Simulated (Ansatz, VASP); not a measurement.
**Two plane-wave programs on Sb**

Contents of INCAR:

```
SYSTEM = Sb
PREC = Accurate
ENCUT = 520
EDIFF = 1E-6
ISMEAR = 0
SIGMA = 0.15
LREAL = .FALSE.
LASPH = .TRUE.
NELM = 80
ALGO = Normal
ISIF = 2
LWAVE = .FALSE.
LCHARG = .FALSE.
GGA = PS
NBANDS = 12
```

File KPOINTS:

```
Automatic mesh
0
G
  12 12 12
  0 0 0
```

The input POSCAR:

```
Sb
1.0
    2.1828593370      1.2602744258      3.8563200000
   -2.1828593370      1.2602744258      3.8563200000
    0.0000000000     -2.5205488516      3.8563200000
Sb
2
Direct
    0.2336400000      0.2336400000      0.2336400000
    0.7663600000      0.7663600000      0.7663600000
```

Input for Ansatz:

```yaml
crystal:
  lattice:
    - [2.182859337, 1.2602744258, 3.85632]
    - [-2.182859337, 1.2602744258, 3.85632]
    - [0.0, -2.5205488516, 3.85632]
  atoms:
    - { symbol: Sb, position: [0.23364, 0.23364, 0.23364] }
    - { symbol: Sb, position: [0.76636, 0.76636, 0.76636] }
basis:
  ecutwfc: 420
kpoints:
  mp_grid: { grid: [12, 12, 12] }
hamiltonian:
  xc: pbesol
scf:
  occupations: { method: gaussian, width: 0.15 }
output:
  forces: true
  stress: true
  eigenvalues: true
```

Change from the starting cell: strain +0.015 along x and y, +0.030 along z, atoms carried along.

Alike in both runs: task single point; functional PBEsol; k mesh 12 × 12 × 12; occupations gaussian, width 0.15 eV; no spin polarisation.

```csv
,VASP,Ansatz
version,VASP 6.6.1,Ansatz 0.2.0
potentials or method,"VASP PAW PBE potentials, release 64 (Sb), cutoff 520 eV","scalar-relativistic, plane waves, PAW"
valence electrons in the cell,10,30
```

VASP gave:

* gap on the k mesh at the Fermi level (eV): none
* pressure (GPa): -2.5
* traceless stress, the component that is largest in VASP (GPa): -0.30
* rms of the force components (eV/Å): 0.062

Q: Which values does Ansatz return?

A: gap on the k mesh at the Fermi level (eV): none; pressure (GPa): -2.6; traceless stress, the component that is largest in VASP (GPa): -0.27; rms of the force components (eV/Å): 0.088.

VASP's potentials were made for PBE, not for PBEsol. Atom by atom the forces differ by 0.026 eV/Å (rms over components). A gap of «none» marks a metal or a gap that the smearing closes. VASP's potentials hold 10 valence electrons a cell and Ansatz's 30, so a difference there can come from the potentials and not from the codes.

Spin-orbit coupling is off throughout.
